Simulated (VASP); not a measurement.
# Ti (P6_3/mmc) in VASP: notebook, part 2 of 2

VASP 6.6.1.

**3. Relaxation of cell and atoms, LDA**

This run uses another cell than the first one, of 17.64 Å³/atom.

Input file INCAR:

```
PREC = Accurate
ENCUT = 600
EDIFF = 1E-6
ISMEAR = -1
SIGMA = 0.05
LREAL = F
LASPH = T
NELM = 100
ALGO = Normal
ISIF = 3
LWAVE = F
LCHARG = F
GGA = CA
IBRION = 2
NSW = 60
EDIFFG = -0.01
```

Input file KPOINTS:

```
regular mesh
0
Gamma
  10 10 5
```

Input file POSCAR:

```
Ti
1.0
    2.9500000000      0.0000000000      0.0000000000
   -1.4750000000      2.5547700000      0.0000000000
    0.0000000000      0.0000000000      4.6800000000
Ti
2
Direct
    0.3333333333      0.6666666667      0.2500000000
    0.6666666667      0.3333333333      0.7500000000
```

Potentials or basis: VASP PAW LDA potentials, release 64 (Ti_sv).

Started as:

```bash
> cat potpaw_LDA.64/Ti_sv/POTCAR > POTCAR
> mpirun -np 1 vasp_std > vasp.out
```

OUTCAR:

```text
PREC = Accurate
   ENCUT = 600
   EDIFF = 1E-6
   ISMEAR = -1
   LREAL = F
   LASPH = T
   NELM = 100
   ISIF = 3
   GGA = CA
   IBRION = 2
   NSW = 60
   EDIFFG = -0.01

 ion  position               nearest neighbor table
   1  0.333  0.667  0.250-   2 2.89   2 2.89   2 2.89   2 2.89   2 2.89   2 2.89
   2  0.667  0.333  0.750-   1 2.89   1 2.89   1 2.89   1 2.89   1 2.89   1 2.89

  LATTYP: Found a hexagonal cell.
 ALAT       =     2.9500000000
 C/A-ratio  =     1.5864406780

  Lattice vectors:

 A1 = (   2.9500000000,   0.0000000000,   0.0000000000)
 A2 = (  -1.4750000000,   2.5547700000,   0.0000000000)
 A3 = (   0.0000000000,   0.0000000000,   4.6800000000)

Analysis of symmetry for initial positions (statically):
=====================================================================
 Subroutine PRICEL returns:
 Original cell was already a primitive cell.

 Routine SETGRP: Setting up the symmetry group for a
 hexagonal supercell.

 Subroutine GETGRP returns: Found 24 space group operations
 (whereof 12 operations were pure point group operations)
 out of a pool of 24 trial point group operations.

The static configuration has the point symmetry D_3d.
 The point group associated with its full space group is D_6h.

Analysis of symmetry for dynamics (positions and initial velocities):
=====================================================================
 Subroutine PRICEL returns:
[... 168 lines left out ...]
  in kB      -97.0902695    -97.0898939   -103.0323810      0.0000000     -0.0000000      0.0000000
  external PRESSURE =     -99.0708481 kB  Pullay stress =       0.0000000 kB
[... 239 lines left out ...]
--------------------------------------- Ionic step        8  -------------------------------------------

 number of electron      24.0000007 magnetization

 Free energy of the ion-electron system (eV)
  ---------------------------------------------------
  ext. energy  EPLUGINS =         0.00000000
  ---------------------------------------------------
  free energy    TOTEN  =       -17.10998987 eV

  energy without entropy =      -17.09624820  energy(sigma->0) =      -17.10311904

 E-fermi :   8.9279     XC(G=0): -12.1628

 val. band max:        8.9268993328   @ k =   0.3000   0.3000   0.4000
 cond. band min:       8.9535264753   @ k =   0.1000   0.0000   0.2000
 fundamental gap:      0.0266271425
 Fermi energy:         8.9279159987

 k-point     1 :       0.0000    0.0000    0.0000
  band No.  band energies     occupation
      1     -47.1017      2.00000
      2     -46.9008      2.00000
      3     -24.1877      2.00000
      4     -23.3441      2.00000
      5     -23.3440      2.00000
      6     -23.2416      2.00000
[... 433 lines left out ...]
      3     -24.0072      2.00000
      4     -23.8611      2.00000
      5     -23.6718      2.00000
      6     -23.5279      2.00000
[... 8 lines left out ...]
     15      10.2342      0.00000
     16      12.1622      0.00000

 [... further k-points ...]

------------------------ aborting loop because EDIFF is reached ----------------------------------------

  FORCE on cell =-STRESS in cart. coord.  units (eV):
  Direction    XX          YY          ZZ          XY          YZ          ZX
  --------------------------------------------------------------------------------------
  -------------------------------------------------------------------------------------
  Total       -0.0041580     -0.0041580     -0.0010412     -0.0000000     -0.0000000      0.0000000
  in kB       -0.2073558     -0.2073551     -0.0519224     -0.0000000     -0.0000000      0.0000000
  external PRESSURE =      -0.1555444 kB  Pullay stress =       0.0000000 kB
[... 17 lines left out ...]
  FREE ENERGIE OF THE ION-ELECTRON SYSTEM (eV)
  ---------------------------------------------------
  free  energy   TOTEN  =       -17.1099898729 eV

  energy  without entropy=      -17.0962481971  energy(sigma->0) =      -17.10311904

 reached required accuracy - stopping structural energy minimisation
```

Run time: 3 min. Hardware: 1 thread of Intel Xeon 8259CL, shared host; peak memory 0.16 GiB.

What came out:

```
Free energy                           : -17.1100 eV
Relaxed volume                        : 16.06 Å³/atom
Relaxed cell                          : a = 2.866 Å, b = 2.866 Å, c = 4.518 Å, α = 90.00°, β = 90.00°, γ = 120.00°
Space group after relaxing (to 0.1 Å) : P6_3/mmc (No. 194)
Energy gained by relaxing             : 52.3 meV/atom
Ionic steps                           : 8
Pressure after relaxing               : 0.0 GPa
Band gap on the k mesh                : zero (bands 12 and 13 overlap by 1.10 eV)
```

The path:
| step | energy change (eV) | largest force (eV/Å) | pressure (GPa) | volume (Å³) |
| --- | --- | --- | --- | --- |
| 1 | 0.0000 | 0.0000 | -9.91 | 35.27 |
| 2 | -0.0431 | 0.0000 | 9.68 | 29.99 |
| 3 | -0.1045 | 0.0000 | -0.06 | 32.15 |
| 4 | -0.1045 | 0.0000 | 0.11 | 32.09 |
| 5 | -0.1045 | 0.0000 | 0.16 | 32.09 |
| 6 | -0.1046 | 0.0000 | 0.16 | 32.09 |
| 7 | -0.1046 | 0.0000 | -0.18 | 32.17 |
| 8 | -0.1046 | 0.0000 | -0.02 | 32.13 |

Final structure:
```
Ti
1.0
     2.86551    0.00000    0.00000
    -1.43275    2.48160    0.00000
     0.00000    0.00000    4.51802
Ti
2
Direct
  0.33333 0.66667 0.25000
  0.66667 0.33333 0.75000
```

LDA usually gives volumes a few per cent too small. Zero-point motion and thermal expansion aren't in these numbers.
